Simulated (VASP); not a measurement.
## InSb: electric field gradients with LDA

**Measured values to compare with.**

“Electronic Structure and Epitaxy of CdTe Shells on InSb Nanowires”, 2021, arxiv:2111.05126 quotes, for a bulk crystal of InSb: band gap 0.24 eV.

InSb:

```xyz
2
Lattice="0.0000 3.2391 3.2391 3.2391 0.0000 3.2391 3.2391 3.2391 0.0000" Properties=species:S:1:pos:R:3 pbc="T T T"
In    0.0000    0.0000    0.0000
Sb    4.8586    4.8586    4.8586
```

* Program: VASP 6.6.1
* Task: electric field gradients
* Functional: LDA
* Potentials or basis: VASP PAW LDA potentials, release 64 (In_d, Sb)
* Cutoff: 520 eV
* k mesh: 10 × 10 × 10
* Occupations: fermi-dirac, width 0.03 eV
* Spin: no spin polarisation
* Dipole correction: no
* Further INCAR settings: ALGO = Normal; EDIFF = 1e-08; NBANDS = 16

```
Pressure               : -0.5 GPa
Band gap on the k mesh : zero (filled and empty bands touch)
```

Levels at points of the mesh, in eV from the Fermi level:
```tsv
k point	band 5	band 6	band 7	band 8	band 9	band 10	band 11	band 12	band 13	band 14
(0.00, 0.00, 0.00)	-14.50	-10.80	-0.39	-0.02	-0.02	-0.02	2.89	2.89	2.89	5.51
(0.50, 0.00, 0.00)	-14.49	-9.43	-5.70	-1.04	-1.04	0.40	3.74	3.74	5.92	8.09
(0.50, 0.50, 0.00)	-14.49	-8.82	-6.00	-2.30	-2.30	1.22	1.23	8.02	8.02	8.62
```

It took 30 s on 1 thread of AMD EPYC 9R45 96-Core Processor (Zen 5), on a shared host, peak memory 0.17 GiB.

Measured gap of InSb: 0.24 eV (quoted in “Electronic Structure and Epitaxy of CdTe Shells on InSb Nanowires”, 2021, arxiv:2111.05126). This calculation gives 0.00 eV (-0.24 eV). Spin-orbit coupling on In, Sb is left out. The value is that of LDA on a finite k mesh, which can miss the band edges, without temperature or zero-point motion. Semilocal functionals fall short of measured gaps as a rule.

Caveat: without QUAD_EFG the Cq values of the log hold for a quadrupole moment of 1 mb, not for the nuclei; spin-orbit coupling is left out, which moves the levels of the heavy elements.
